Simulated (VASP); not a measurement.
# LiCl (Fm-3m) in VASP: G0W0 quasiparticle levels with PBE

Aim: the G0W0 quasiparticle levels of LiCl with PBE.

All numbers are computed with VASP 6.6.1; they aren't measurements. Logs are shortened: lines on timing, memory, paths and dates and some standing lists are left out, and cuts for length are marked.

### 1 The cell of the first run

The structure is cubic, space group Fm-3m (No. 225). Conventional cell: a = 5.112 Å, b = 5.112 Å, c = 5.112 Å, α = 90.00°, β = 90.00°, γ = 90.00°. Within 3.4 Å of Li (site symmetry m-3m) lie 6 Cl at 2.56 Å. Within 3.4 Å of Cl (site symmetry m-3m) lie 6 Li at 2.56 Å.

### 2 G0W0 quasiparticle levels, PBE

File POSCAR:

```
LiCl
1.0
    0.0000000000      2.5560252063      2.5560252063
    2.5560252063      0.0000000000      2.5560252063
    2.5560252063      2.5560252063      0.0000000000
Li Cl
1 1
Direct
    0.0000000000      0.0000000000      0.0000000000
    0.5000000000      0.5000000000      0.5000000000
```

File INCAR.step1:

```
SYSTEM = LiCl
ALGO = Normal
EDIFF = 1E-8
ENCUT = 500
GGA = PE
ISMEAR = 0
LASPH = .True.
LCHARG = .False.
LREAL = .False.
LWAVE = .True.
NELM = 100
PREC = Accurate
SIGMA = 0.01
```

File INCAR.step2:

```
SYSTEM = LiCl
ALGO = Exact
EDIFF = 1E-8
ENCUT = 500
GGA = PE
ISMEAR = 0
ISTART = 1
LASPH = .True.
LCHARG = .False.
LOPTICS = .True.
LREAL = .False.
LWAVE = .True.
NBANDS = 129
NELM = 1
PREC = Accurate
SIGMA = 0.01
```

File INCAR.step3:

```
SYSTEM = LiCl
ALGO = EVGW0
EDIFF = 1E-8
ENCUT = 500
ENCUTGW = 140.0
GGA = PE
ISMEAR = 0
ISTART = 1
LASPH = .True.
LCHARG = .False.
LREAL = .False.
LWAVE = .False.
NBANDS = 129
NBANDSGW = 12
NELMGW = 1
NOMEGA = 96
OMEGAMAX = 30
PREC = Accurate
PRECFOCK = Fast
SIGMA = 0.01
```

File KPOINTS:

```
k-points
0
Gamma
  4 4 4
  0 0 0
```

Potentials or basis: VASP PAW PBE potentials, release 64 (Li_GW, Cl_GW).

The run is started by

```console
$ cat potpaw_PBE.64/Li_GW/POTCAR potpaw_PBE.64/Cl_GW/POTCAR > POTCAR
$ cp INCAR.step1 INCAR
$ mpirun -np 1 vasp_std > vasp.out
$ cp INCAR.step2 INCAR
$ mpirun -np 1 vasp_std > vasp.out
$ cp INCAR.step3 INCAR
$ mpirun -np 1 vasp_std > vasp.out
```

OUTCAR:

```text
SYSTEM = LiCl
   EDIFF = 1E-8
   ENCUT = 500
   ENCUTGW = 140.0
   GGA = PE
   ISMEAR = 0
   ISTART = 1
   LASPH = .True.
   LREAL = .False.
   NELMGW = 1
   PREC = Accurate
   PRECFOCK = Fast

 ion  position               nearest neighbor table
   1  0.000  0.000  0.000-   2 2.56   2 2.56   2 2.56   2 2.56   2 2.56   2 2.56
   2  0.500  0.500  0.500-   1 2.56   1 2.56   1 2.56   1 2.56   1 2.56   1 2.56

  LATTYP: Found a face centered cubic cell.
 ALAT       =     5.1120504126

  Lattice vectors:

 A1 = (   0.0000000000,   2.5560252063,   2.5560252063)
 A2 = (   2.5560252063,   0.0000000000,   2.5560252063)
 A3 = (   2.5560252063,   2.5560252063,   0.0000000000)

Analysis of symmetry for initial positions (statically):
=====================================================================
 Subroutine PRICEL returns:
 Original cell was already a primitive cell.

 Routine SETGRP: Setting up the symmetry group for a
 face centered cubic supercell.

 Subroutine GETGRP returns: Found 48 space group operations
 (whereof 48 operations were pure point group operations)
 out of a pool of 48 trial point group operations.

The static configuration has the point symmetry O_h .

Analysis of symmetry for dynamics (positions and initial velocities):
=====================================================================
 Subroutine PRICEL returns:
 Original cell was already a primitive cell.

 Routine SETGRP: Setting up the symmetry group for a
 face centered cubic supercell.

 Subroutine GETGRP returns: Found 48 space group operations
 (whereof 48 operations were pure point group operations)
 out of a pool of 48 trial point group operations.

The dynamic configuration has the point symmetry O_h .

 Subroutine INISYM returns: Found 48 space group operations
 (whereof 48 operations are pure point group operations),
 and found     1 'primitive' translations

----------------------------------------------------------------------------------------

                                     Primitive cell

  volume of cell :      33.3984

  direct lattice vectors                    reciprocal lattice vectors
     0.000000000  2.556025206  2.556025206    -0.195616224  0.195616224  0.195616224
     2.556025206  0.000000000  2.556025206     0.195616224 -0.195616224  0.195616224
     2.556025206  2.556025206  0.000000000     0.195616224  0.195616224 -0.195616224

  length of vectors
     3.614765513  3.614765513  3.614765513     0.338817239  0.338817239  0.338817239

  position of ions in fractional coordinates (direct lattice)
     0.000000000  0.000000000  0.000000000
     0.500000000  0.500000000  0.500000000

  ion indices of the primitive-cell ions
   primitive index   ion index
                 1           1
                 2           2

----------------------------------------------------------------------------------------

 KPOINTS: k-points

Automatic generation of k-mesh.
 Grid dimensions read from file:
 generate k-points for:    4    4    4

 Generating k-lattice:

  Cartesian coordinates                     Fractional coordinates (reciprocal lattice)
    -0.048904056  0.048904056  0.048904056     0.250000000  0.000000000  0.000000000
     0.048904056 -0.048904056  0.048904056     0.000000000  0.250000000  0.000000000
     0.048904056  0.048904056 -0.048904056     0.000000000  0.000000000  0.250000000

  Length of vectors
     0.084704310  0.084704310  0.084704310

  Shift w.r.t. Gamma in fractional coordinates (k-lattice)
     0.000000000  0.000000000  0.000000000

 Subroutine IBZKPT returns following result:
 ===========================================

 Found      8 irreducible k-points:

 Following reciprocal coordinates:
            Coordinates               Weight
  0.000000  0.000000  0.000000      1.000000
  0.250000  0.000000  0.000000      8.000000
  0.500000  0.000000  0.000000      4.000000
  0.250000  0.250000  0.000000      6.000000
  0.500000  0.250000  0.000000     24.000000
 -0.250000  0.250000  0.000000     12.000000
  0.500000  0.500000  0.000000      3.000000
 -0.250000  0.500000  0.250000      6.000000
   k-points           NKPTS =      8   k-points in BZ     NKDIM =     64   number of bands    NBANDS=    129
   number of dos      NEDOS =    301   number of ions     NIONS =      2
   total plane-waves  NPLWV =  21952
   dimension x,y,z NGX =    28 NGY =   28 NGZ =   28
   dimension x,y,z NGXF=    56 NGYF=   56 NGZF=   56
   ions per type =               1   1
   NGX,Y,Z   is equivalent  to a cutoff of  12.88, 12.88, 12.88 a.u.
   NGXF,Y,Z  is equivalent  to a cutoff of  25.75, 25.75, 25.75 a.u.
 SYSTEM =  LiCl
   PREC   = accura    normal or accurate (medium, high low for compatibility)
   ISTART =      1    job   : 0-new  1-cont  2-samecut
   ICHARG =      0    charge: 1-file 2-atom 10-const
   ISPIN  =      1    spin polarized calculation?
   LNONCOLLINEAR =      F non collinear calculations
   LSORBIT =      F    spin-orbit coupling
   LASPH  =      T    aspherical Exc in radial PAW
   ENCUT  =  500.0 eV  36.75 Ry    6.06 a.u.   6.59  6.59  6.59*2*pi/ulx,y,z
   NELM   =     60;   NELMIN=  2; NELMDL=  0     # of ELM steps
   EDIFF  = 0.1E-07   stopping-criterion for ELM
   LREAL  =      F    real-space projection
   EDIFFG = 0.1E-06   stopping-criterion for IOM
   NSW    =      0    number of steps for IOM
   IBRION =     -1    ionic relax: 0-MD 1-quasi-New 2-CG
   NFREE  =      0    steps in history (QN), initial steepest desc. (CG)
   ISIF   =      0    stress and relaxation
   ISYM   =      3    0-nonsym 1-usesym 2-fastsym
   POTIM  = 0.5000    time-step for ionic-motion
   TEBEG  =    0.0;   TEEND  =   0.0 temperature during run
   PSTRESS=    0.0 pullay stress
   NELECT =       8.0000    total number of electrons
   NUPDOWN=      -1.0000    fix difference up-down
   EMIN   =  10.00;   EMAX   =-10.00  energy-range for DOS
   EFERMI =   0.00;   METHOD = LEGACY
   ISMEAR =     0;   SIGMA  =   0.01  broadening in eV -4-tet -1-fermi 0-gaus
   EFERMI_NEDOS =   21; number of points for ismear=-14 and -15
   IALGO  =     38    algorithm
   IMIX   =      4    mixing-type and parameters
     AMIX     =   0.40;   BMIX     =  1.00
     AMIX_MAG =   1.60;   BMIX_MAG =  1.00
  volume/ion in A,a.u.               =      16.70       112.69
  Fermi-wavevector in a.u.,A,eV,Ry     =   1.016708  1.921300 14.064284  1.033696
  Thomas-Fermi vector in A             =   2.150067
   LORBIT       =      0    0 simple, 1 ext, 2 COOP (PROOUT), +10 PAW based schemes
   GGA     = PE    functional components
   LHFCALC =     T    Hartree Fock is set to
   PRECFOCK=fast      Normal, Fast or Accurate (Low or Medium for compatibility)
   ENCUT4O =  -1.0   cutoff for four orbital integrals eV
   NKREDX  =     1    reduce k-point grid by
   NKREDY  =     1    reduce k-point grid by
   NKREDZ  =     1    reduce k-point grid by
   AEXX    =    1.0000 exact exchange contribution
   HFSCREEN=    0.0000 screening length (either q_TF or 0.3 A-1)
   HFSCREENC=   0.0000 screening length for correlation (either q_TF or 0.3 A-1)
   ENCUTFOCK=  -1.0 apply spherical cutoff to Coloumb kernel
   IVDW    =     0    specifies the selected vdW correction
   LEPSILON=     F    determine dielectric tensor
   LRPA    =     F    only Hartree local field effects (RPA)
   LRPAFORCE           =     F    calculate RPA forces
   ENCUTGW             = 140.0    cutoff for response function in eV
   ENCUTGWSOFT         = 112.0    soft cutoff for Coulomb kernel in GW response function in eV
   ENCUTLF             =  -1.0    cutoff for local field effects
   NELMGW              =     1    number of iterations in solving QP/BSE equation
   NELMHF              =     1    number of iterations in the inner HF iteration
   NKREDLFX            =     1    NKREDLFY  =   1   NKREDLFZ  =   1
 non-spin polarized calculation
 Gauss-broadening in eV      SIGMA  =   0.01
  energy-cutoff  :      500.00
  volume of cell :       33.40
 maximum number of plane-waves:       869
 NGX is ok and might be reduce to    28
  NGX = 16; NGY = 16; NGZ = 16
   NGX = 13   NGY = 13   NGZ = 13
 maximum number of plane-waves:       137
 NGX is ok and might be reduce to    14

 QP shifts <psi_nk| G(iteration)W_0 |psi_nk>: iteration 1
 for sc-GW calculations column KS-energies equals QP-energies in previous step
 and V_xc(KS)=  KS-energies - (<T + V_ion + V_H > + <T+V_H+V_ion>^1  + <V_x>^1)

 k-point   1 :       0.0000    0.0000    0.0000
  band No.  KS-energies  QP-energies   sigma(KS)   V_xc(KS)     V^pw_x(r,r')   Z            occupation Imag(sigma)

      1     -14.3234     -15.8056     -16.6177     -14.7355     -24.1360       0.7874       2.0000       1.6200
      2      -0.8780      -2.6014     -16.9161     -14.7573     -18.9780       0.7983       2.0000       0.0543
      3      -0.8780      -2.6014     -16.9161     -14.7573     -18.9780       0.7983       2.0000       0.0543
      4      -0.8780      -2.6014     -16.9161     -14.7573     -18.9780       0.7983       2.0000       0.0543
      5       5.4990       6.3210      -7.6247      -8.6082      -4.1039       0.8357       0.0000      -0.0682
      6      10.9152      12.1216      -8.1285      -9.5879      -4.2670       0.8266       0.0000      -0.0847
      7      10.9152      12.1216      -8.1285      -9.5879      -4.2670       0.8266       0.0000      -0.0847
      8      10.9152      12.1216      -8.1285      -9.5879      -4.2670       0.8266       0.0000      -0.0847
      9      13.4751      14.9950      -9.2191     -11.1116      -4.8938       0.8032       0.0000      -0.1178
     10      13.4751      14.9950      -9.2191     -11.1116      -4.8938       0.8032       0.0000      -0.1178
     11      13.7083      14.8068      -5.8976      -7.2850      -1.4324       0.7917       0.0000      -0.1472
     12      13.7083      14.8068      -5.8976      -7.2850      -1.4324       0.7917       0.0000      -0.1472

 k-point   2 :       0.2500    0.0000    0.0000
  band No.  KS-energies  QP-energies   sigma(KS)   V_xc(KS)     V^pw_x(r,r')   Z            occupation Imag(sigma)

      1     -14.0459     -15.4203     -16.7246     -14.9693     -24.2649       0.7830       2.0000       1.5508
      2      -2.4856      -4.4038     -15.6337     -13.1956     -17.9182       0.7868       2.0000       0.0690
      3      -1.0169      -2.7623     -16.8517     -14.6611     -18.9334       0.7968       2.0000       0.0551
      4      -1.0169      -2.7623     -16.8517     -14.6611     -18.9334       0.7968       2.0000       0.0551
      5       6.3643       7.2693      -7.5516      -8.6341      -4.0214       0.8360       0.0000      -0.0690
      6       9.7378      11.0007      -7.2856      -8.8081      -3.5159       0.8295       0.0000      -0.0819
      7       9.7378      11.0007      -7.2856      -8.8081      -3.5159       0.8295       0.0000      -0.0819
      8      10.0877      11.1843      -8.3986      -9.7418      -4.4708       0.8164       0.0000      -0.0915
      9      12.8898      14.2231      -8.4231     -10.0710      -4.2068       0.8091       0.0000      -0.1107
     10      12.8898      14.2231      -8.4231     -10.0710      -4.2068       0.8091       0.0000      -0.1107
     11      14.7232      15.6105      -6.1462      -7.2845      -1.5722       0.7795       0.0000      -0.1848
     12      18.8740      20.1867      -8.2670      -9.9491      -2.9844       0.7804       0.0000      -0.4891
[... 68 lines left out ...]
      1     -13.4827     -14.6437     -17.1021     -15.5243     -24.6115       0.7359       2.0000       1.3361
      2      -3.8218      -5.8743     -14.8065     -12.1632     -17.3617       0.7765       2.0000       0.0914
      3      -1.9996      -3.8664     -16.0785     -13.7116     -18.3175       0.7887       2.0000       0.0634
      4      -1.9996      -3.8664     -16.0785     -13.7116     -18.3175       0.7887       2.0000       0.0634
      5       6.9584       7.9812      -7.1613      -8.3845      -3.6970       0.8362       0.0000      -0.0687
      6       7.3391       8.1887      -7.2379      -8.2479      -3.8323       0.8412       0.0000      -0.0656
      7      11.6439      12.8757      -9.0580     -10.6111      -4.7010       0.7931       0.0000      -0.1229
      8      13.3126      14.5324      -7.2314      -8.7787      -2.7513       0.7883       0.0000      -0.1442
      9      13.3126      14.5324      -7.2314      -8.7787      -2.7513       0.7883       0.0000      -0.1442
     10      15.6895      17.3563     -10.1654     -12.3264      -5.2937       0.7713       0.0000      -0.1815
     11      17.1261      18.8664     -10.6214     -12.8878      -5.4071       0.7679       0.0000      -0.2326
     12      17.1261      18.8664     -10.6214     -12.8878      -5.4071       0.7679       0.0000      -0.2326

 k-point   8 :      -0.2500    0.5000    0.2500
  band No.  KS-energies  QP-energies   sigma(KS)   V_xc(KS)     V^pw_x(r,r')   Z            occupation Imag(sigma)

      1     -13.4907     -14.6439     -17.0823     -15.5168     -24.6059       0.7366       2.0000       1.3481
      2      -3.0370      -5.0158     -15.2215     -12.7008     -17.6076       0.7850       2.0000       0.0773
      3      -3.0370      -5.0158     -15.2215     -12.7008     -17.6076       0.7850       2.0000       0.0773
      4      -1.9599      -3.8262     -16.0534     -13.6903     -18.2597       0.7898       2.0000       0.0621
      5       8.6288       9.7996      -7.9906      -9.4112      -4.3247       0.8242       0.0000      -0.0783
      6       9.2405      10.4496      -6.8945      -8.3542      -3.0849       0.8283       0.0000      -0.0831
      7       9.5367      10.6460      -8.5917      -9.9439      -4.7881       0.8203       0.0000      -0.0847
      8       9.5367      10.6460      -8.5917      -9.9439      -4.7881       0.8203       0.0000      -0.0847
      9      15.0510      16.2541      -7.5303      -9.0774      -2.8611       0.7776       0.0000      -0.1858
     10      15.0510      16.2541      -7.5303      -9.0774      -2.8611       0.7776       0.0000      -0.1858
     11      17.1624      18.9167     -10.6749     -12.9600      -5.4470       0.7678       0.0000      -0.2341
     12      18.1145      19.4572      -9.6699     -11.4093      -4.3144       0.7719       0.0000      -0.4290
```

Wall time 2.5 min (1 thread of Intel Xeon 8259CL, shared host); peak memory 0.32 GiB.

Results:

```yaml
Quasiparticle_gap: 8.92 eV
Least_direct_quasiparticle_gap: 8.92 eV
Band_gap_of_the_starting_levels_on_the_mesh: 6.38 eV
Least_direct_gap_of_the_starting_levels_on_the_mesh: 6.38 eV
```

Caveat: the k points lie up to 0.53 Å⁻¹ apart; bands, screening cutoff and mesh are small and nothing is extrapolated, so the quasiparticle values aren't converged.
